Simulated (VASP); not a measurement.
A run of VASP 6.6.1 is set up as follows.

INCAR

```
PREC = Accurate ; ENCUT = 520
EDIFF = 1E-7 ; ISMEAR = -1
SIGMA = 0.05 ; LREAL = False
LASPH = True ; NELM = 150
ALGO = Normal ; ISIF = 2
LWAVE = False ; LCHARG = False
MAGMOM = 0 0 0 0 0 0 0 0 0 ; LORBIT = 11
LSORBIT = True ; GGA_COMPAT = False
LORBMOM = True ; LMAXMIX = 4
GGA = PS ; NBANDS = 37
```

KPOINTS

```
regular mesh
0
Gamma
  6 6 3
```

Contents of POSCAR:

```
TiTe2
1.0
    3.7770000000      0.0000000000      0.0000000000
   -1.8885000000      3.2709779501      0.0000000000
    0.0000000000      0.0000000000      6.4980000000
Te Ti
2 1
Direct
    0.3333333333      0.6666666667      0.7372000000
    0.6666666667      0.3333333333      0.2628000000
    0.0000000000      0.0000000000      0.0000000000
```

Potentials or basis: VASP PAW PBE potentials, release 64 (Te, Ti_sv).

The run is started by

```bash
$ cat potpaw_PBE.64/Te/POTCAR potpaw_PBE.64/Ti_sv/POTCAR > POTCAR
$ mpirun -np 1 vasp_ncl > vasp.out
```

Problem. What does it give for the net moment?

Solution. 0.00 μB per cell.

Problem. Estimate the largest force.

Solution. 0.152 eV/Å.

Problem. What does it give for the pressure?

Solution. -2.2 GPa.

Forces on the atoms (eV/Å):
```
Te   0.000  0.000  0.152
Te   0.000  0.000 -0.152
Ti   0.000  0.000  0.000
```

Caveat: the PAW data sets were made with another functional, which shifts forces and pressure a little; this functional lacks dispersion, which binds the layers, so the pressure and a relaxed spacing across them are unreliable.
